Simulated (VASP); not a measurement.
HfO2, 3 atoms in the cell. The structure is cubic, space group Fm-3m (No. 225). Conventional cell: a = 5.128 Å, b = 5.128 Å, c = 5.128 Å, α = 90.00°, β = 90.00°, γ = 90.00°. Within 2.9 Å of Hf (site symmetry m-3m) lie 8 O at 2.22 Å. O (site symmetry -43m) has 4 Hf at 2.22 Å and 6 O at 2.56 Å within 2.9 Å. 

```yaml
Program: VASP 6.6.1
Task: single point
Functional: PBE
Potentials_or_basis: VASP PAW PBE potentials, release 64 (Hf_pv, O)
Cutoff: 520 eV
k_mesh: 9 × 9 × 9
Occupations: fermi-dirac, width 0.05 eV
Spin: no spin polarisation
Hubbard_terms: Hf d U = 3.0 eV
Dipole_correction: no
Further_INCAR_settings: ALGO = Normal; EDIFF = 1e-06; NBANDS = 18
```

Potentials or basis: VASP PAW PBE potentials, release 64 (Hf_pv, O).

Run with:

```bash
$ cat potpaw_PBE.64/Hf_pv/POTCAR potpaw_PBE.64/O/POTCAR > POTCAR
$ mpirun -np 1 vasp_std > vasp.out
```

Hardware: 1 thread of Intel Xeon 8259CL, on a shared host.

**Question.** How long does it take, and how much memory?

**Answer.** It took 32 s on 1 thread of Intel Xeon 8259CL, on a shared host, peak memory 0.17 GiB. Counts: scf iterations 13, k points 35.
